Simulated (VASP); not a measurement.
# Ru in VASP: further runs, part 2 of 2

VASP 6.6.1.

## (3) Single point, PBE

This run uses another cell than the first one, of 14.61 Å³/atom.

INCAR reads:

```
PREC     = Accurate       # precision mode
ENCUT    = 560            # plane-wave cutoff, eV
EDIFF    = 1E-6           # SCF threshold, eV
ISMEAR   = 0              # smearing method
SIGMA    = 0.1            # smearing width, eV
LREAL    = False          # projectors in reciprocal space
LASPH    = True           # aspherical terms in the spheres
NELM     = 120            # most SCF steps
ALGO     = Normal         # electronic algorithm
ISIF     = 2              # what is computed and relaxed
LWAVE    = False          # write WAVECAR
LCHARG   = False          # write CHGCAR
GGA      = PE             # functional
NBANDS   = 40             # bands
GGA_COMPAT= False
```

KPOINTS reads:

```
Automatic mesh
0
Gamma
  9 9 2
```

POSCAR reads:

```
Ru
1.0
    2.9151342121      0.0000000000      0.0000000000
   -1.4575671061      2.5245802831      0.0000000000
    0.0000000000      0.0000000000      7.9395931794
Ru
4
Direct
    0.0000000000      0.0000000000      0.2500000000
    0.0000000000      0.0000000000      0.7500000000
    0.3333333333      0.6666666667      0.7500000000
    0.6666666667      0.3333333333      0.2500000000
```

Potentials or basis: VASP PAW PBE potentials, release 64 (Ru_sv).

On the command line:

```bash
$ cat potpaw_PBE.64/Ru_sv/POTCAR > POTCAR
$ mpirun -np 1 vasp_std > vasp.out
```

OUTCAR:

```text
PREC = Accurate
   ENCUT = 560
   EDIFF = 1E-6
   ISMEAR = 0
   LREAL = False
   LASPH = True
   NELM = 120
   ISIF = 2
   GGA = PE

 ion  position               nearest neighbor table
   1  0.000  0.000  0.250-   4 1.68   4 1.68   4 1.68
   2  0.000  0.000  0.750-   3 1.68   3 1.68   3 1.68
   3  0.333  0.667  0.750-   2 1.68   2 1.68   2 1.68
   4  0.667  0.333  0.250-   1 1.68   1 1.68   1 1.68

  LATTYP: Found a hexagonal cell.
 ALAT       =     2.9151342121
 C/A-ratio  =     2.7235772358

  Lattice vectors:

 A1 = (   2.9151342121,   0.0000000000,   0.0000000000)
 A2 = (  -1.4575671061,   2.5245802831,   0.0000000000)
 A3 = (   0.0000000000,   0.0000000000,   7.9395931794)

Analysis of symmetry for initial positions (statically):
=====================================================================
 Subroutine PRICEL returns:
 Original cell was already a primitive cell.

 Routine SETGRP: Setting up the symmetry group for a
 hexagonal supercell.

 Subroutine GETGRP returns: Found 24 space group operations
 (whereof 12 operations were pure point group operations)
 out of a pool of 24 trial point group operations.

The static configuration has the point symmetry D_3d.
 The point group associated with its full space group is D_6h.

Analysis of symmetry for dynamics (positions and initial velocities):
=====================================================================
 Subroutine PRICEL returns:
 Original cell was already a primitive cell.

 Routine SETGRP: Setting up the symmetry group for a
 hexagonal supercell.

 Subroutine GETGRP returns: Found 24 space group operations
 (whereof 12 operations were pure point group operations)
 out of a pool of 24 trial point group operations.

The dynamic configuration has the point symmetry D_3d.
 The point group associated with its full space group is D_6h.

 Subroutine INISYM returns: Found 24 space group operations
 (whereof 12 operations are pure point group operations),
 and found     1 'primitive' translations

----------------------------------------------------------------------------------------

                                     Primitive cell

  volume of cell :      58.4314

  direct lattice vectors                    reciprocal lattice vectors
     2.915134212  0.000000000  0.000000000     0.343037379  0.198052723  0.000000000
    -1.457567106  2.524580283  0.000000000     0.000000000  0.396105446  0.000000000
     0.000000000  0.000000000  7.939593179     0.000000000  0.000000000  0.125951038

  length of vectors
     2.915134212  2.915134212  7.939593179     0.396105446  0.396105446  0.125951038

  position of ions in fractional coordinates (direct lattice)
     0.000000000  0.000000000  0.250000000
     0.000000000  0.000000000  0.750000000
     0.333333333  0.666666667  0.750000000
     0.666666667  0.333333333  0.250000000

  ion indices of the primitive-cell ions
   primitive index   ion index
                 1           1
                 2           2
                 3           3
                 4           4

----------------------------------------------------------------------------------------

 KPOINTS: Automatic mesh

Automatic generation of k-mesh.
 Grid dimensions read from file:
 generate k-points for:    9    9    2

 Generating k-lattice:

  Cartesian coordinates                     Fractional coordinates (reciprocal lattice)
     0.038115264  0.022005858  0.000000000     0.111111111  0.000000000  0.000000000
     0.000000000  0.044011716  0.000000000     0.000000000  0.111111111  0.000000000
     0.000000000  0.000000000  0.062975519     0.000000000  0.000000000  0.500000000

  Length of vectors
     0.044011716  0.044011716  0.062975519

  Shift w.r.t. Gamma in fractional coordinates (k-lattice)
     0.000000000  0.000000000  0.000000000

 Subroutine IBZKPT returns following result:
 ===========================================

 Found     24 irreducible k-points:

 Following reciprocal coordinates:
            Coordinates               Weight
  0.000000  0.000000  0.000000      1.000000
  0.111111  0.000000  0.000000      6.000000
  0.222222  0.000000  0.000000      6.000000
  0.333333 -0.000000  0.000000      6.000000
  0.444444  0.000000  0.000000      6.000000
  0.111111  0.111111  0.000000      6.000000
[... 16 lines left out ...]
  0.333333  0.222222  0.500000     12.000000
  0.333333  0.333333  0.500000      2.000000
   k-points           NKPTS =     24   k-points in BZ     NKDIM =     24   number of bands    NBANDS=     40
   number of dos      NEDOS =    301   number of ions     NIONS =      4
   total plane-waves  NPLWV =  36864
   dimension x,y,z NGX =    24 NGY =   24 NGZ =   64
   dimension x,y,z NGXF=    48 NGYF=   48 NGZF=  128
   ions per type =               4
   NGX,Y,Z   is equivalent  to a cutoff of  13.69, 13.69, 13.40 a.u.
   NGXF,Y,Z  is equivalent  to a cutoff of  27.37, 27.37, 26.80 a.u.
 SYSTEM =  unknown system
   PREC   = accura    normal or accurate (medium, high low for compatibility)
   ISTART =      0    job   : 0-new  1-cont  2-samecut
   ICHARG =      2    charge: 1-file 2-atom 10-const
   ISPIN  =      1    spin polarized calculation?
   LNONCOLLINEAR =      F non collinear calculations
   LSORBIT =      F    spin-orbit coupling
   LASPH  =      T    aspherical Exc in radial PAW
   ENCUT  =  560.0 eV  41.16 Ry    6.42 a.u.   5.62  5.62 15.32*2*pi/ulx,y,z
   NELM   =    120;   NELMIN=  2; NELMDL= -5     # of ELM steps
   EDIFF  = 0.1E-05   stopping-criterion for ELM
   LREAL  =      F    real-space projection
   EDIFFG = 0.1E-04   stopping-criterion for IOM
   NSW    =      0    number of steps for IOM
   IBRION =     -1    ionic relax: 0-MD 1-quasi-New 2-CG
   NFREE  =      0    steps in history (QN), initial steepest desc. (CG)
   ISIF   =      2    stress and relaxation
   ISYM   =      2    0-nonsym 1-usesym 2-fastsym
   POTIM  = 0.5000    time-step for ionic-motion
   TEBEG  =    0.0;   TEEND  =   0.0 temperature during run
   PSTRESS=    0.0 pullay stress
   NELECT =      64.0000    total number of electrons
   NUPDOWN=      -1.0000    fix difference up-down
   EMIN   =  10.00;   EMAX   =-10.00  energy-range for DOS
   EFERMI =   0.00;   METHOD = LEGACY
   ISMEAR =     0;   SIGMA  =   0.10  broadening in eV -4-tet -1-fermi 0-gaus
   EFERMI_NEDOS =   21; number of points for ismear=-14 and -15
   IALGO  =     38    algorithm
   IMIX   =      4    mixing-type and parameters
     AMIX     =   0.40;   BMIX     =  1.00
     AMIX_MAG =   1.60;   BMIX_MAG =  1.00
  volume/ion in A,a.u.               =      14.61        98.58
  Fermi-wavevector in a.u.,A,eV,Ry     =   1.687535  3.188979 38.746329  2.847775
  Thomas-Fermi vector in A             =   2.770003
   LORBIT       =      0    0 simple, 1 ext, 2 COOP (PROOUT), +10 PAW based schemes
   GGA     = PE    functional components
   LHFCALC =     F    Hartree Fock is set to
   AEXX    =    0.0000 exact exchange contribution
   IVDW    =     0    specifies the selected vdW correction
   LEPSILON=     F    determine dielectric tensor
   LRPA    =     F    only Hartree local field effects (RPA)
 non-spin polarized calculation
 Gauss-broadening in eV      SIGMA  =   0.10
  energy-cutoff  :      560.00
  volume of cell :       58.43
 maximum number of plane-waves:      1782
 NGX is ok and might be reduce to    24
   NGX = 11   NGY = 11   NGZ = 31

 number of electron      64.0000007 magnetization

 Free energy of the ion-electron system (eV)
  ---------------------------------------------------
  ext. energy  EPLUGINS =         0.00000000
  ---------------------------------------------------
  free energy    TOTEN  =        29.43115485 eV

  energy without entropy =       29.44454610  energy(sigma->0) =       29.43785047

 E-fermi :  14.8185     XC(G=0): -12.5687

 val. band max:       14.8143615223   @ k =   0.3333   0.1111   0.0000
 cond. band min:      14.9738957844   @ k =   0.4444   0.0000   0.5000
 fundamental gap:      0.1595342621
 Fermi energy:        14.8184870863

 k-point     1 :       0.0000    0.0000    0.0000
  band No.  band energies     occupation
      1     -65.5428      2.00000
      2     -65.5427      2.00000
      3     -57.7502      2.00000
      4     -57.7501      2.00000
      5     -38.3830      2.00000
      6     -38.3830      2.00000
[... 32 lines left out ...]
     39      17.5203      0.00000
[... 988 lines left out ...]
     39      20.6838      0.00000
     40      20.6838      0.00000

------------------------ aborting loop because EDIFF is reached ----------------------------------------

  FORCE on cell =-STRESS in cart. coord.  units (eV):
  Direction    XX          YY          ZZ          XY          YZ          ZX
  --------------------------------------------------------------------------------------
  -------------------------------------------------------------------------------------
  Total      248.4370621    248.4370621     -0.0384349     -0.0000000      0.0000000      0.0000000
  in kB     6812.0994065   6812.0994064     -1.0538785     -0.0000001      0.0000000      0.0000000
  external PRESSURE =    4541.0483115 kB  Pullay stress =       0.0000000 kB

 VOLUME and BASIS-vectors are now :
 -----------------------------------------------------------------------------
  energy-cutoff  :      560.00
  volume of cell :       58.43
      direct lattice vectors                 reciprocal lattice vectors
     2.915134212  0.000000000  0.000000000     0.343037379  0.198052723  0.000000000
    -1.457567106  2.524580283  0.000000000     0.000000000  0.396105446  0.000000000
     0.000000000  0.000000000  7.939593179     0.000000000  0.000000000  0.125951038

 POSITION                                       TOTAL-FORCE (eV/Angst)
 -----------------------------------------------------------------------------------
      0.00000      0.00000      1.98490         0.000000      0.000000      0.000000
      0.00000      0.00000      5.95469        -0.000000      0.000000      0.000000
     -0.00000      1.68305      5.95469         0.000000     -0.000000     -0.000000
      1.45757      0.84153      1.98490        -0.000000      0.000000     -0.000000
 -----------------------------------------------------------------------------------
    total drift:                                0.000000     -0.000000     -0.000000

  FREE ENERGIE OF THE ION-ELECTRON SYSTEM (eV)
  ---------------------------------------------------
  free  energy   TOTEN  =        29.4311548505 eV

  energy  without entropy=       29.4445460974  energy(sigma->0) =       29.43785047
```

Wall time 44 s (1 thread of Intel Xeon Platinum 8259CL at 2.50GHz (Skylake/Cascade Lake), shared host); peak memory 0.19 GiB.

Results:

| Property | Result |
| --- | --- |
| Free energy | 29.4312 eV |
| Pressure | 454.1 GPa |
| Band gap on the k mesh | zero (bands 32 and 33 overlap by 3.07 eV) |

Stress tensor (GPa, compression positive):
```
681.21   0.00   0.00
  0.00 681.21   0.00
  0.00   0.00  -0.11
```

Levels at points of the mesh, in eV from the Fermi level:
```
           k point  band 29  band 30  band 31  band 32  band 33  band 34  band 35  band 36
(0.00, 0.00, 0.00)    -3.32    -1.79    -1.79    -1.79    -1.79    -0.28    -0.28    -0.23
(0.00, 0.00, 0.50)    -1.79    -1.79    -1.79    -1.79    -0.63    -0.63    -0.26    -0.26
```

Caveat: the k points lie up to 0.40 Å⁻¹ apart, too coarse for converged energies and pressures of a metal; atoms lie so close that the PAW spheres overlap strongly, which falsifies energies and pressures.

## (4) Relaxation of cell and atoms, PBE

INCAR reads:

```
PREC = Accurate
ENCUT = 560
EDIFF = 1E-7
ISMEAR = 0
SIGMA = 0.1
LREAL = False
LASPH = True
NELM = 120
ALGO = Normal
ISIF = 3
LWAVE = False
LCHARG = False
GGA = PE
IBRION = 2
NSW = 90
EDIFFG = -0.04
GGA_COMPAT = False
NELMIN = 4
```

KPOINTS reads:

```
Automatic mesh
0
Gamma
  6 6 2
```

POSCAR reads:

```
Ru
1.0
    2.9165352059      0.0000000000      0.0000000000
   -1.4582676030      2.5257935793      0.0000000000
    0.0000000000      0.0000000000      8.0175237190
Ru
4
Direct
    0.0000000000      0.0000000000      0.0000000000
    0.0000000000      0.0000000000      0.5000000000
    0.3333333333      0.6666666667      0.0050000000
    0.6666666667      0.3333333333      0.5050000000
```

Potentials or basis: VASP PAW PBE potentials, release 64 (Ru_sv).

On the command line:

```bash
$ cat potpaw_PBE.64/Ru_sv/POTCAR > POTCAR
$ mpirun -np 1 vasp_std > vasp.out
```

OUTCAR:

```text
PREC = Accurate
   ENCUT = 560
   EDIFF = 1E-7
   ISMEAR = 0
   LREAL = False
   LASPH = True
   NELM = 120
   ISIF = 3
   GGA = PE
   IBRION = 2
   NSW = 90
   EDIFFG = -0.04
   NELMIN = 4

 ion  position               nearest neighbor table
   1  0.000  0.000  0.000-   3 1.68   3 1.68   3 1.68
   2  0.000  0.000  0.500-   4 1.68   4 1.68   4 1.68
   3  0.333  0.667  0.005-   1 1.68   1 1.68   1 1.68
   4  0.667  0.333  0.505-   2 1.68   2 1.68   2 1.68

  LATTYP: Found a hexagonal cell.
 ALAT       =     2.9165352059
 C/A-ratio  =     2.7489891782

  Lattice vectors:

 A1 = (   2.9165352059,   0.0000000000,   0.0000000000)
 A2 = (  -1.4582676030,   2.5257935793,   0.0000000000)
 A3 = (   0.0000000000,   0.0000000000,   8.0175237190)

Analysis of symmetry for initial positions (statically):
=====================================================================
 Subroutine PRICEL returns:
 Original cell was already a primitive cell.

 Routine SETGRP: Setting up the symmetry group for a
 hexagonal supercell.

 Subroutine GETGRP returns: Found 12 space group operations
[... 153 lines left out ...]

 number of electron      64.0000011 magnetization

 Free energy of the ion-electron system (eV)
  ---------------------------------------------------
  ext. energy  EPLUGINS =         0.00000000
  ---------------------------------------------------
  free energy    TOTEN  =        28.99796080 eV

  energy without entropy =       29.03207512  energy(sigma->0) =       29.01501796

------------------------ aborting loop because EDIFF is reached ----------------------------------------

  FORCE on cell =-STRESS in cart. coord.  units (eV):
  Direction    XX          YY          ZZ          XY          YZ          ZX
  --------------------------------------------------------------------------------------
  -------------------------------------------------------------------------------------
  Total      242.8757631    242.8757631      0.1207464     -0.0000000      0.0000000      0.0000000
  in kB     6588.5436721   6588.5436719      3.2755132     -0.0000001      0.0000000      0.0000000
  external PRESSURE =    4393.4542857 kB  Pullay stress =       0.0000000 kB
[... 1841 lines left out ...]
     37      11.8832      0.00000
     38      11.8832      0.00000

[... ionic steps 4 to 26 ...]

--------------------------------------- Ionic step       27  -------------------------------------------

 number of electron      64.0000008 magnetization

------------------------ aborting loop because EDIFF is reached ----------------------------------------
[... 71 lines left out ...]
--------------------------------------- Ionic step       29  -------------------------------------------

 number of electron      64.0000028 magnetization

 Free energy of the ion-electron system (eV)
  ---------------------------------------------------
  ext. energy  EPLUGINS =         0.00000000
  ---------------------------------------------------
  free energy    TOTEN  =       -33.37773744 eV

  energy without entropy =      -33.34532202  energy(sigma->0) =      -33.36152973

 E-fermi :  11.5390     XC(G=0): -12.7561

 val. band max:       11.5372867983   @ k =   0.5000   0.0000   0.0000
 cond. band min:      11.5428294670   @ k =   0.3333   0.3333   0.0000
 fundamental gap:      0.0055426688
 Fermi energy:        11.5389986872
[... 603 lines left out ...]
  FREE ENERGIE OF THE ION-ELECTRON SYSTEM (eV)
  ---------------------------------------------------
  free  energy   TOTEN  =       -33.3777374385 eV

  energy  without entropy=      -33.3453220167  energy(sigma->0) =      -33.36152973

 reached required accuracy - stopping structural energy minimisation
```

OSZICAR:

```text
N       E                     dE             d eps       ncg     rms          rms(c)
DAV:   1     0.121395081704E+04    0.12140E+04   -0.44081E+04  1064   0.207E+03
DAV:   2     0.840177708103E+02   -0.11299E+04   -0.10946E+04  1158   0.714E+02
DAV:   3     0.287843541969E+02   -0.55233E+02   -0.53075E+02  1302   0.172E+02
[... 410 lines left out ...]
DAV:   7    -0.333777328631E+02   -0.41736E-05   -0.41238E-06  1240   0.172E-02    0.142E-02
DAV:   8    -0.333777366059E+02   -0.37428E-05   -0.13142E-06  1204   0.827E-03    0.294E-03
DAV:   9    -0.333777372792E+02   -0.67336E-06   -0.74142E-08   568   0.280E-03    0.473E-04
DAV:  10    -0.333777373821E+02   -0.10286E-06   -0.34265E-08   538   0.122E-03    0.213E-04
DAV:  11    -0.333777374385E+02   -0.56387E-07   -0.92555E-09   532   0.636E-04
  29 F= -.33377737E+02 E0= -.33361530E+02  d E =-.255802E-02
```

Wall time 22 min (1 thread of AMD EPYC 7R43 (Zen 3), shared host); peak memory 0.16 GiB.

Results:

* Free energy: -33.3777 eV
* Relaxed volume: 16.65 Å³/atom
* Relaxed cell: a = 3.821 Å, b = 3.821 Å, c = 5.268 Å, α = 90.00°, β = 90.00°, γ = 120.00°
* Space group after relaxing (to 0.1 Å): P6_3mc (No. 186)
* Pressure after relaxing: 0.0 GPa
* Largest force after relaxing: 0.004 eV/Å
* Band gap on the k mesh: zero (bands 32 and 33 overlap by 0.51 eV)

Forces in eV/Å, atoms in the order of the input:
```
Ru   0.000  0.000  0.004
Ru   0.000  0.000  0.004
Ru   0.000  0.000 -0.004
Ru   0.000  0.000 -0.004
```

Final structure:
```xyz
4
Lattice="3.8206 0.0000 0.0000 -1.9103 3.3088 0.0000 0.0000 0.0000 5.2683" Properties=species:S:1:pos:R:3 pbc="T T T"
Ru    0.0000    0.0000    4.8352
Ru    0.0000    0.0000    2.2010
Ru    0.0000    2.2058    0.4595
Ru    1.9103    1.1029    3.0936
```

Caveat: the k points lie up to 0.60 Å⁻¹ apart in the final cell, too coarse for converged energies and pressures of a metal; a cell axis changed by over 15 % at a fixed basis, so the end point is rough.

## (5) Summary

| task | cell | k mesh | gap on the mesh (eV) | pressure (GPa) |
| --- | --- | --- | --- | --- |
| single point | a = 2.917, b = 2.917, c = 8.018 Å, angles 90.0, 90.0, 120.0°, 4 atoms, atomic positions A | 9 × 9 × 2 | none | 444.6 |
| single point | a = 2.915, b = 2.915, c = 7.940 Å, angles 90.0, 90.0, 120.0°, 4 atoms, atomic positions B | 9 × 9 × 2 | none | 454.1 |
| relaxation of cell and atoms | relaxed from a = 2.917, b = 2.917, c = 8.018 Å, angles 90.0, 90.0, 120.0°, 4 atoms, atomic positions A | 6 × 6 × 2 | none | 0.0 |

Alike in all rows: level PBE; potentials or basis VASP PAW PBE potentials, release 64 (Ru_sv); no spin polarisation; cutoff (eV) 560; smearing gaussian 0.1 eV.

Caveats: all runs use coarse meshes; atoms lie so close that the PAW spheres overlap strongly, which falsifies energies and pressures (at least some runs); forces of over 1 eV/Å act on the atoms, so gaps and moduli don't describe the material at rest (at least some runs); a cell axis changed by over 15 % at a fixed basis, so the end point is rough (at least some runs).

Absolute energies hang on the potentials; compare differences alone.

The gap in the log of VASP goes by the Fermi energy; the results here count the filled bands.